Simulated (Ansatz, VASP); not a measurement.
One calculation of BaZrO3, two programs

File INCAR:

```
ALGO = Normal ; EDIFF = 1E-6
ENCUT = 520 ; GGA = PE
ISIF = 2 ; ISMEAR = 0
LASPH = T ; LCHARG = T
LELF = T ; LREAL = F
LVHAR = T ; LWAVE = F
NBANDS = 28 ; NELM = 100
PREC = Accurate ; SIGMA = 0.02
```

The input KPOINTS:

```
k-points
0
Gamma
  6 6 6
```

The input POSCAR:

```
BaZrO3
1.0
    4.3536161779      0.0000000000      0.0000000000
    0.0000000000      4.3536161779      0.0000000000
    0.0000000000      0.0000000000      4.1651105541
Ba Zr O
1 1 3
Direct
    0.0000000000      0.0000000000      0.0000000000
    0.5000000000      0.5000000000      0.5000000000
    0.5000000000      0.0000000000      0.5000000000
    0.5000000000      0.5000000000      0.0000000000
    0.0000000000      0.5000000000      0.5000000000
```

Input for Ansatz:

```yaml
crystal:
  lattice:
    - [4.3536161779, 0.0, 0.0]
    - [0.0, 4.3536161779, 0.0]
    - [0.0, 0.0, 4.1651105541]
  atoms:
    - { symbol: Ba, position: [0.0, 0.0, 0.0] }
    - { symbol: Zr, position: [0.5, 0.5, 0.5] }
    - { symbol: O, position: [0.5, 0.0, 0.5] }
    - { symbol: O, position: [0.5, 0.5, 0.0] }
    - { symbol: O, position: [0.0, 0.5, 0.5] }
basis:
  ecutwfc: 420
kpoints:
  mp_grid: { grid: [6, 6, 6] }
  band_path: { path: [VBM, CBM], npoints: 2 }
hamiltonian:
  xc: pbe
scf:
  occupations: { method: gaussian, width: 0.02 }
output:
  forces: true
  stress: true
  eigenvalues: true
checkpoint:
  read: start.run
  write: ck
  compress: false
  write_wavefunctions: false
  write_every: 100000
```

Alike in both runs: task single point; functional PBE; k mesh 6 × 6 × 6; occupations gaussian, width 0.02 eV; no spin polarisation.

|  | VASP | Ansatz |
| --- | --- | --- |
| version | VASP 6.6.1 | Ansatz 0.2.0 |
| potentials or method | VASP PAW PBE potentials, release 64 (Ba_sv, Zr_sv, O), cutoff 520 eV | scalar-relativistic, plane waves, PAW |
| valence electrons in the cell | 40 | 40 |

|  | VASP | Ansatz | Ansatz less VASP |
| --- | --- | --- | --- |
| gap on the k mesh at the Fermi level (eV) | 2.89 | 2.94 | +0.042 |
| least direct gap on the mesh (eV) | 3.16 | 3.18 | +0.023 |
| pressure (GPa) | -4.8 | -5.6 | -0.78 |
| traceless stress, the component that is largest in VASP (GPa) | 5.67 | 5.56 | -0.110 |

Spin-orbit coupling is off throughout.
